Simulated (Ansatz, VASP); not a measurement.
**One calculation of W, two programs**

```xyz
1
Lattice="-1.5918 1.5918 1.5918 1.5918 -1.5918 1.5918 1.5918 1.5918 -1.5918" Properties=species:S:1:pos:R:3 pbc="T T T"
W     0.0000    0.0000    0.0000
```

Alike in both runs: functional PBE; k mesh 18 × 18 × 18; occupations gaussian, width 0.1 eV; no spin polarisation.

Ansatz relaxed the structure, and its values are those at the end. VASP's run is a single point on that final structure, the one shown.

|  | VASP | Ansatz |
| --- | --- | --- |
| version | VASP 6.6.1 | Ansatz 0.2.0 |
| potentials or method | VASP PAW PBE potentials, release 64 (W_sv), cutoff 520 eV | scalar-relativistic, plane waves, PAW |
| valence electrons in the cell | 14 | 14 |

```tsv
	VASP	Ansatz	Ansatz less VASP
gap on the k mesh at the Fermi level (eV)	none	none	-
pressure (GPa)	0.5	0.0	-0.48
```

A gap of «none» marks a metal or a gap that the smearing closes. With one functional, cell and mesh, what is left measures potentials, basis and numerics.

Neither program's run includes spin-orbit coupling.
